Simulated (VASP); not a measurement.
# MgO in VASP: a series of runs

Runs on MgO. Level: PBE. Tasks: single point.

Everything below comes from runs of VASP 6.6.1. Logs are shortened: lines on timing, memory, paths and dates and some standing lists are left out, and cuts for length are marked.

### Step 1. The cell of the first run

The cell holds a slab with vacuum, 10 atoms: a = 3.008 Å, b = 3.008 Å, c = 26.052 Å, α = 90.00°, β = 90.00°, γ = 120.00°.

### Step 2. Single point, PBE

INCAR

```
SYSTEM = MgO
PREC = Accurate
ENCUT = 520
EDIFF = 1E-6
ISMEAR = 0
SIGMA = 0.05
LREAL = .FALSE.
LASPH = .TRUE.
NELM = 100
ALGO = Normal
ISIF = 2
LWAVE = .FALSE.
LCHARG = .FALSE.
LDIPOL = .TRUE.
IDIPOL = 3
DIPOL = 0.5 0.5 0.500
GGA = PE
NBANDS = 31
```

KPOINTS

```
regular mesh
0
G
  9 9 1
  0 0 0
```

POSCAR

```
MgO
1.0
    3.0079232189      0.0000000000      0.0000000000
   -1.5039616095      2.6049379202      0.0000000000
    0.0000000000      0.0000000000     26.0518156078
O Mg
5 5
Direct
    0.3333333333      0.6666666667      0.2878878046
    0.0000000000      0.0000000000      0.3821598914
    0.6666666667      0.3333333333      0.4764319783
    0.3333333333      0.6666666667      0.5707040651
    0.0000000000      0.0000000000      0.6649761520
    0.6666666667      0.3333333333      0.3350238480
    0.3333333333      0.6666666667      0.4292959349
    0.0000000000      0.0000000000      0.5235680217
    0.6666666667      0.3333333333      0.6178401086
    0.3333333333      0.6666666667      0.7121121954
```

Potentials or basis: VASP PAW PBE potentials, release 64 (O, Mg).

The run is started by

```
cat potpaw_PBE.64/O/POTCAR potpaw_PBE.64/Mg/POTCAR > POTCAR
mpirun -np 1 vasp_std > vasp.out
```

OUTCAR:

```text
SYSTEM = MgO
   PREC = Accurate
   ENCUT = 520
   EDIFF = 1E-6
   ISMEAR = 0
   LREAL = .FALSE.
   LASPH = .TRUE.
   NELM = 100
   ISIF = 2
   GGA = PE

 ion  position               nearest neighbor table
   1  0.333  0.667  0.288-   6 2.13   6 2.13   6 2.13
   2  0.000  0.000  0.382-   6 2.13   6 2.13   6 2.13   7 2.13   7 2.13   7 2.13
   3  0.667  0.333  0.476-   7 2.13   7 2.13   8 2.13   8 2.13   8 2.13   7 2.13
   4  0.333  0.667  0.571-   8 2.13   8 2.13   8 2.13   9 2.13   9 2.13   9 2.13
   5  0.000  0.000  0.665-   9 2.13  10 2.13   9 2.13  10 2.13   9 2.13  10 2.13
   6  0.667  0.333  0.335-   1 2.13   1 2.13   2 2.13   2 2.13   2 2.13   1 2.13   7 3.01   7 3.01
                             7 3.01
   7  0.333  0.667  0.429-   3 2.13   3 2.13   3 2.13   2 2.13   2 2.13   2 2.13   8 3.01   8 3.01
                             8 3.01   6 3.01   6 3.01   6 3.01
   8  0.000  0.000  0.524-   3 2.13   4 2.13   3 2.13   4 2.13   3 2.13   4 2.13   7 3.01   7 3.01
                             7 3.01   9 3.01   9 3.01   9 3.01
   9  0.667  0.333  0.618-   5 2.13   5 2.13   5 2.13   4 2.13   4 2.13   4 2.13  10 3.01  10 3.01
                            10 3.01   8 3.01   8 3.01   8 3.01
  10  0.333  0.667  0.712-   5 2.13   5 2.13   5 2.13   9 3.01   9 3.01   9 3.01

  LATTYP: Found a hexagonal cell.
 ALAT       =     3.0079232189
 C/A-ratio  =     8.6610640339

  Lattice vectors:

 A1 = (   3.0079232189,   0.0000000000,   0.0000000000)
 A2 = (  -1.5039616095,   2.6049379202,   0.0000000000)
 A3 = (   0.0000000000,   0.0000000000,  26.0518156078)

Analysis of symmetry for initial positions (statically):
=====================================================================
 Subroutine PRICEL returns:
 Original cell was already a primitive cell.

 Routine SETGRP: Setting up the symmetry group for a
 hexagonal supercell.

 Subroutine GETGRP returns: Found  6 space group operations
 (whereof  6 operations were pure point group operations)
 out of a pool of 24 trial point group operations.

The static configuration has the point symmetry C_3v.

Analysis of symmetry for dynamics (positions and initial velocities):
=====================================================================
 Subroutine PRICEL returns:
 Original cell was already a primitive cell.

 Routine SETGRP: Setting up the symmetry group for a
 hexagonal supercell.

 Subroutine GETGRP returns: Found  6 space group operations
 (whereof  6 operations were pure point group operations)
 out of a pool of 24 trial point group operations.

The dynamic configuration has the point symmetry C_3v.

 Subroutine INISYM returns: Found  6 space group operations
 (whereof  6 operations are pure point group operations),
 and found     1 'primitive' translations

----------------------------------------------------------------------------------------

                                     Primitive cell

  volume of cell :     204.1278

  direct lattice vectors                    reciprocal lattice vectors
     3.007923219  0.000000000  0.000000000     0.332455295  0.191943154  0.000000000
    -1.503961609  2.604937920  0.000000000     0.000000000  0.383886308  0.000000000
     0.000000000  0.000000000 26.051815608     0.000000000  0.000000000  0.038385041

  length of vectors
     3.007923219  3.007923219 26.051815608     0.383886308  0.383886308  0.038385041

  position of ions in fractional coordinates (direct lattice)
     0.333333333  0.666666667  0.287887805
     0.000000000  0.000000000  0.382159891
     0.666666667  0.333333333  0.476431978
     0.333333333  0.666666667  0.570704065
     0.000000000  0.000000000  0.664976152
     0.666666667  0.333333333  0.335023848
     0.333333333  0.666666667  0.429295935
     0.000000000  0.000000000  0.523568022
     0.666666667  0.333333333  0.617840109
     0.333333333  0.666666667  0.712112195

  ion indices of the primitive-cell ions
   primitive index   ion index
                 1           1
                 2           2
                 3           3
                 4           4
                 5           5
                 6           6
                 7           7
                 8           8
                 9           9
                10          10

----------------------------------------------------------------------------------------

 KPOINTS: regular mesh

Automatic generation of k-mesh.
 Grid dimensions read from file:
 generate k-points for:    9    9    1

 Generating k-lattice:

  Cartesian coordinates                     Fractional coordinates (reciprocal lattice)
     0.036939477  0.021327017  0.000000000     0.111111111  0.000000000  0.000000000
     0.000000000  0.042654034  0.000000000     0.000000000  0.111111111  0.000000000
     0.000000000  0.000000000  0.038385041     0.000000000  0.000000000  1.000000000

  Length of vectors
     0.042654034  0.042654034  0.038385041

  Shift w.r.t. Gamma in fractional coordinates (k-lattice)
     0.000000000  0.000000000  0.000000000

 Subroutine IBZKPT returns following result:
 ===========================================

 Found     12 irreducible k-points:

 Following reciprocal coordinates:
            Coordinates               Weight
  0.000000  0.000000  0.000000      1.000000
  0.111111  0.000000  0.000000      6.000000
  0.222222  0.000000  0.000000      6.000000
  0.333333 -0.000000  0.000000      6.000000
  0.444444  0.000000  0.000000      6.000000
  0.111111  0.111111  0.000000      6.000000
  0.222222  0.111111  0.000000     12.000000
  0.333333  0.111111  0.000000     12.000000
  0.444444  0.111111  0.000000      6.000000
  0.222222  0.222222  0.000000      6.000000
  0.333333  0.222222  0.000000     12.000000
  0.333333  0.333333  0.000000      2.000000
   k-points           NKPTS =     12   k-points in BZ     NKDIM =     12   number of bands    NBANDS=     31
   number of dos      NEDOS =    301   number of ions     NIONS =     10
   total plane-waves  NPLWV = 112896
   dimension x,y,z NGX =    24 NGY =   24 NGZ =  196
   dimension x,y,z NGXF=    48 NGYF=   48 NGZF=  392
   ions per type =               5   5
   NGX,Y,Z   is equivalent  to a cutoff of  13.26, 13.26, 12.51 a.u.
   NGXF,Y,Z  is equivalent  to a cutoff of  26.53, 26.53, 25.01 a.u.
 SYSTEM =  MgO
   PREC   = accura    normal or accurate (medium, high low for compatibility)
   ISTART =      0    job   : 0-new  1-cont  2-samecut
   ICHARG =      2    charge: 1-file 2-atom 10-const
   ISPIN  =      1    spin polarized calculation?
   LNONCOLLINEAR =      F non collinear calculations
   LSORBIT =      F    spin-orbit coupling
   LASPH  =      T    aspherical Exc in radial PAW
   ENCUT  =  520.0 eV  38.22 Ry    6.18 a.u.   5.59  5.59 48.44*2*pi/ulx,y,z
   NELM   =    100;   NELMIN=  2; NELMDL= -5     # of ELM steps
   EDIFF  = 0.1E-05   stopping-criterion for ELM
   LREAL  =      F    real-space projection
   EDIFFG = 0.1E-04   stopping-criterion for IOM
   NSW    =      0    number of steps for IOM
   IBRION =     -1    ionic relax: 0-MD 1-quasi-New 2-CG
   NFREE  =      0    steps in history (QN), initial steepest desc. (CG)
   ISIF   =      2    stress and relaxation
   ISYM   =      2    0-nonsym 1-usesym 2-fastsym
   POTIM  = 0.5000    time-step for ionic-motion
   TEBEG  =    0.0;   TEEND  =   0.0 temperature during run
   PSTRESS=    0.0 pullay stress
   NELECT =      40.0000    total number of electrons
   NUPDOWN=      -1.0000    fix difference up-down
   EMIN   =  10.00;   EMAX   =-10.00  energy-range for DOS
   EFERMI =   0.00;   METHOD = LEGACY
   ISMEAR =     0;   SIGMA  =   0.05  broadening in eV -4-tet -1-fermi 0-gaus
   EFERMI_NEDOS =   21; number of points for ismear=-14 and -15
   IALGO  =     38    algorithm
   IMIX   =      4    mixing-type and parameters
     AMIX     =   0.40;   BMIX     =  1.00
     AMIX_MAG =   1.60;   BMIX_MAG =  1.00
  volume/ion in A,a.u.               =      20.41       137.75
  Fermi-wavevector in a.u.,A,eV,Ry     =   0.950884  1.796910 12.302116  0.904180
  Thomas-Fermi vector in A             =   2.079302
   LORBIT       =      0    0 simple, 1 ext, 2 COOP (PROOUT), +10 PAW based schemes
   GGA     = PE    functional components
   LHFCALC =     F    Hartree Fock is set to
   AEXX    =    0.0000 exact exchange contribution
   IVDW    =     0    specifies the selected vdW correction
   LEPSILON=     F    determine dielectric tensor
   LRPA    =     F    only Hartree local field effects (RPA)
 non-spin polarized calculation
 Gauss-broadening in eV      SIGMA  =   0.05
  energy-cutoff  :      520.00
  volume of cell :      204.13
 maximum number of plane-waves:      5581
 NGX is ok and might be reduce to    24
   NGX = 11   NGY = 11   NGZ = 97

 dipolmoment           0.000000      0.000000      0.008507 electrons x Angstroem

 number of electron      40.0000017 magnetization

 dipolmoment           0.000000      0.000000     -0.250676 electrons x Angstroem

 Free energy of the ion-electron system (eV)
  ---------------------------------------------------
  ext. energy  EPLUGINS =         0.00000000
  ---------------------------------------------------
  free energy    TOTEN  =       -53.95098789 eV

  energy without entropy =      -53.94046215  energy(sigma->0) =      -53.94572502

 E-fermi :  -1.3443     XC(G=0):  -5.9807

 val. band max:       -1.3579073179   @ k =   0.2222   0.1111   0.0000
 cond. band min:      -1.3158182798   @ k =   0.2222   0.2222   0.0000
 fundamental gap:      0.0420890380
 Fermi energy:        -1.3443176863

 k-point     1 :       0.0000    0.0000    0.0000
  band No.  band energies     occupation
      1     -21.7099      2.00000
      2     -20.6007      2.00000
      3     -19.5985      2.00000
      4     -18.5772      2.00000
      5     -17.0052      2.00000
      6      -8.6978      2.00000
[... 397 lines left out ...]
     30       8.0068      0.00000
     31       8.5751      0.00000

------------------------ aborting loop because EDIFF is reached ----------------------------------------

 vacuum level on the upper side and lower side of the slab       (xc-potential included)        -2.935         2.692

  FORCE on cell =-STRESS in cart. coord.  units (eV):
  Direction    XX          YY          ZZ          XY          YZ          ZX
  --------------------------------------------------------------------------------------
  -------------------------------------------------------------------------------------
  Total       -0.3634213     -0.3634213     -0.7276713      0.0000000      0.0000000      0.0000000
  in kB       -2.8524552     -2.8524552     -5.7114151      0.0000000      0.0000000      0.0000000
  external PRESSURE =      -3.8054418 kB  Pullay stress =       0.0000000 kB

 VOLUME and BASIS-vectors are now :
 -----------------------------------------------------------------------------
  energy-cutoff  :      520.00
  volume of cell :      204.13
      direct lattice vectors                 reciprocal lattice vectors
     3.007923219  0.000000000  0.000000000     0.332455295  0.191943154  0.000000000
    -1.503961609  2.604937920  0.000000000     0.000000000  0.383886308  0.000000000
     0.000000000  0.000000000 26.051815608     0.000000000  0.000000000  0.038385041

 POSITION                                       TOTAL-FORCE (eV/Angst)
 -----------------------------------------------------------------------------------
     -0.00000      1.73663      7.50000        -0.000000     -0.000000      0.918809
      0.00000      0.00000      9.95596         0.000000      0.000000      0.886685
      1.50396      0.86831     12.41192         0.000000      0.000000      0.804218
     -0.00000      1.73663     14.86788        -0.000000      0.000000      0.797328
      0.00000      0.00000     17.32384        -0.000000      0.000000      0.360669
      1.50396      0.86831      8.72798        -0.000000      0.000000     -1.376939
     -0.00000      1.73663     11.18394        -0.000000      0.000000     -0.802977
      0.00000      0.00000     13.63990        -0.000000      0.000000     -0.802344
      1.50396      0.86831     16.09586        -0.000000      0.000000     -0.850818
     -0.00000      1.73663     18.55182         0.000000      0.000000      0.065368
 -----------------------------------------------------------------------------------
    total drift:                                0.000001      0.000000     -0.001582

  FREE ENERGIE OF THE ION-ELECTRON SYSTEM (eV)
  ---------------------------------------------------
  free  energy   TOTEN  =       -53.9509878867 eV

  energy  without entropy=      -53.9404621489  energy(sigma->0) =      -53.94572502

 vacuum level on the upper side and lower side of the slab         2.777         8.542
```

Wall time 3.6 min (1 thread of Intel Xeon Platinum 8375C at 2.90GHz (Ice Lake), shared host); peak memory 0.35 GiB.

Results:

- Free energy: -53.9510 eV
- Largest force: 1.377 eV/Å
- Band gap on the k mesh: zero (bands 20 and 21 overlap by 0.43 eV)

Forces on the atoms (eV/Å):
```
O    0.000  0.000  0.919
O    0.000  0.000  0.887
O    0.000  0.000  0.804
O    0.000  0.000  0.797
O    0.000  0.000  0.361
Mg   0.000  0.000 -1.377
Mg   0.000  0.000 -0.803
Mg   0.000  0.000 -0.802
Mg   0.000  0.000 -0.851
Mg   0.000  0.000  0.065
```

### Step 3. Single point, PBE

INCAR

```
  PREC = Accurate
  ENCUT = 520
  EDIFF = 1E-6
  ISMEAR = 0
  SIGMA = 0.05
  LREAL = False
  LASPH = True
  NELM = 100
  ALGO = Normal
  ISIF = 2
  LWAVE = False
  LCHARG = False
  LDIPOL = True
  IDIPOL = 3
  DIPOL = 0.5 0.5 0.500
  GGA = PE
  NBANDS = 31
```

KPOINTS

```
Automatic mesh
0
Gamma
  9 9 1
```

POSCAR

```
MgO
1.0
    3.0079232189      0.0000000000      0.0000000000
   -1.5039616095      2.6049379202      0.0000000000
    0.0000000000      0.0000000000     26.0518156078
O Mg
5 5
Direct
    0.3333333333      0.6666666667      0.2939383337
    0.0000000000      0.0000000000      0.3846371810
    0.6666666667      0.3333333333      0.4791556066
    0.3333333333      0.6666666667      0.5740339086
    0.0000000000      0.0000000000      0.6689221260
    0.6666666667      0.3333333333      0.3286758817
    0.3333333333      0.6666666667      0.4248960530
    0.0000000000      0.0000000000      0.5198602787
    0.6666666667      0.3333333333      0.6147918287
    0.3333333333      0.6666666667      0.7110888020
```

Potentials or basis: VASP PAW PBE potentials, release 64 (O, Mg).

The run is started by

```
cat potpaw_PBE.64/O/POTCAR potpaw_PBE.64/Mg/POTCAR > POTCAR
mpirun -np 1 vasp_std > vasp.out
```

Wall time 4.3 min (1 thread of Intel Xeon Platinum 8375C at 2.90GHz (Ice Lake), shared host); peak memory 0.34 GiB.

Results (log left out):

```
Free energy            : -54.3381 eV
Largest force          : 0.031 eV/Å
Band gap on the k mesh : zero (bands 20 and 21 overlap by 0.28 eV)
```

Forces on the atoms (eV/Å):
```
O    0.000  0.000  0.012
O    0.000  0.000 -0.031
O    0.000  0.000 -0.027
O    0.000  0.000 -0.024
O    0.000  0.000 -0.019
Mg   0.000  0.000  0.028
Mg   0.000  0.000  0.028
Mg   0.000  0.000  0.027
Mg   0.000  0.000  0.023
Mg   0.000  0.000 -0.016
```

Levels at points of the mesh, in eV from the Fermi level:
```tsv
k point	band 16	band 17	band 18	band 19	band 20	band 21	band 22	band 23	band 24	band 25
(0.00, 0.00, 0.00)	-1.56	-0.63	-0.63	-0.27	0.24	0.24	2.54	3.82	4.57	5.36
```
